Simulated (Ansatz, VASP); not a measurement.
# Two plane-wave programs on KBr

The input POSCAR:

```
KBr
1.0
    0.0000000000      3.2326341588      3.2326341588
    3.2326341588      0.0000000000      3.2326341588
    3.2326341588      3.2326341588      0.0000000000
Br K
1 1
Direct
    0.5000000000      0.5000000000      0.5000000000
    0.0000000000      0.0000000000      0.0000000000
```

INCAR.step1

```
SYSTEM = KBr
PREC = Accurate
ENCUT = 520
ISMEAR = -1
SIGMA = 0.05
LREAL = .FALSE.
LASPH = .TRUE.
NELM = 80
NBANDS = 15
GGA = PE
ALGO = Normal
EDIFF = 1E-4
LWAVE = .TRUE.
LCHARG = .FALSE.
```

File INCAR.step2:

```
SYSTEM = KBr
PREC = Accurate
ENCUT = 520
EDIFF = 1E-6
ISMEAR = -1
SIGMA = 0.05
LREAL = .FALSE.
LASPH = .TRUE.
NELM = 80
ALGO = Normal
ISIF = 2
LWAVE = .FALSE.
LCHARG = .TRUE.
METAGGA = R2SCAN
LMIXTAU = .TRUE.
LELF = .TRUE.
LVHAR = .TRUE.
NBANDS = 15
ISTART = 1
```

Contents of KPOINTS:

```
Automatic mesh
0
G
  7 7 7
  0 0 0
```

The input input.yaml:

```yaml
crystal:
  lattice:
    - [0.0, 3.2326341588, 3.2326341588]
    - [3.2326341588, 0.0, 3.2326341588]
    - [3.2326341588, 3.2326341588, 0.0]
  atoms:
    - { symbol: Br, position: [0.5, 0.5, 0.5] }
    - { symbol: K, position: [0.0, 0.0, 0.0] }
hamiltonian:
  xc: r2scan
  pseudopotentials: { kind: paw }
kpoints:
  mp_grid: { grid: [7, 7, 7] }
scf:
  occupations: { method: fermi_dirac, width: 0.05 }
output:
  forces: true
  stress: true
  eigenvalues: true
```

Alike in both runs: task single point; functional r2SCAN; k mesh 7 × 7 × 7; occupations fermi-dirac, width 0.05 eV; no spin polarisation.

```csv
,VASP,Ansatz
version,VASP 6.6.1,Ansatz 0.2.0
potentials or method,"VASP PAW PBE potentials, release 64 (Br, K_sv)",Ansatz PAW
plane-wave cutoff (eV),520,500
valence electrons in the cell,16,16
```

|  | VASP | Ansatz | Ansatz less VASP |
| --- | --- | --- | --- |
| gap on the k mesh at the Fermi level (eV) | 5.26 | 5.26 | -0.002 |
| least direct gap on the mesh (eV) | 5.26 | 5.26 | -0.002 |
| pressure (GPa) | 1.2 | 1.2 | -0.01 |

VASP's potentials were made for PBE, not for r2SCAN.

Noted on Ansatz's run: odd divisions of the mesh miss points on the zone boundary, where band edges often lie, so the gap on the mesh can be too wide.
